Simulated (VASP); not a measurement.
Al2Cu, 3 atoms in the cell. The structure is tetragonal, space group P4/mmm (No. 123). Conventional cell: a = 4.105 Å, b = 4.105 Å, c = 2.891 Å, α = 90.00°, β = 90.00°, γ = 90.00°. Within 3.3 Å of Al (site symmetry mmm) lie 4 Cu at 2.51 Å and 6 Al at 2.89 to 2.90 Å. Within 3.3 Å of Cu (site symmetry 4/mmm) lie 8 Al at 2.51 Å and 2 Cu at 2.89 Å. 

| Item | Value |
| --- | --- |
| Program | VASP 6.6.1 |
| Task | relaxation of volume and atoms at fixed shape |
| Functional | PBEsol |
| Potentials or basis | VASP PAW PBE potentials, release 64 (Al, Cu) |
| Cutoff | 600 eV |
| k mesh | 11 × 11 × 16 |
| Occupations | methfessel-paxton, width 0.1 eV |
| Spin | no spin polarisation |
| Dipole correction | no |
| Further INCAR settings | ALGO = Normal; EDIFF = 1e-06; IBRION = 2; EDIFFG = -0.02; NSW = 60; ISIF = 8 |

Potentials or basis: VASP PAW PBE potentials, release 64 (Al, Cu).

Run with:

```bash
$ cat potpaw_PBE.64/Al/POTCAR potpaw_PBE.64/Cu/POTCAR > POTCAR
$ mpirun -np 1 vasp_std > vasp.out
```

Hardware: 1 thread of Intel(R) Xeon(R) Platinum 8259CL CPU @ 2.50GHz (Skylake/Cascade Lake), on a shared host.

Estimate the wall time of this run.

It took 3.4 min on 1 thread of Intel(R) Xeon(R) Platinum 8259CL CPU @ 2.50GHz (Skylake/Cascade Lake) (shared host), peak memory 0.3 GiB. Counts: scf iterations 31, k points 189, ion steps 3.
